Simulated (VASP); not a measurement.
Input of a VASP 6.6.1 run:

File INCAR:

```
SYSTEM = KF
  PREC = Accurate
  ENCUT = 600
  EDIFF = 1E-6
  ISMEAR = 0
  SIGMA = 0.1
  LREAL = .FALSE.
  LASPH = .TRUE.
  NELM = 120
  ALGO = Normal
  ISIF = 2
  LWAVE = .FALSE.
  LCHARG = .TRUE.
  GGA = PE
  LELF = .TRUE.
  LVHAR = .TRUE.
  NBANDS = 15
  GGA_COMPAT = .FALSE.
```

KPOINTS

```
Automatic mesh
0
G
  6 6 6
  0 0 0
```

POSCAR

```
KF
1.0
    0.0000000000      2.6544134050      2.6544134050
    2.6544134050      0.0000000000      2.6544134050
    2.6544134050      2.6544134050      0.0000000000
K F
1 1
Direct
    0.0950000000      0.6110000000      0.2190000000
    0.5950000000      1.1110000000      0.7190000000
```

Potentials or basis: VASP PAW PBE potentials, release 64 (K_sv, F).

Command:

```bash
$ cat potpaw_PBE.64/K_sv/POTCAR potpaw_PBE.64/F/POTCAR > POTCAR
$ mpirun -np 1 vasp_std > vasp.out
```

(1) Estimate the band gap on the k mesh.

(2) Estimate the pressure.

## Answers

(1) 6.27 eV.

(2) 2.1 GPa.
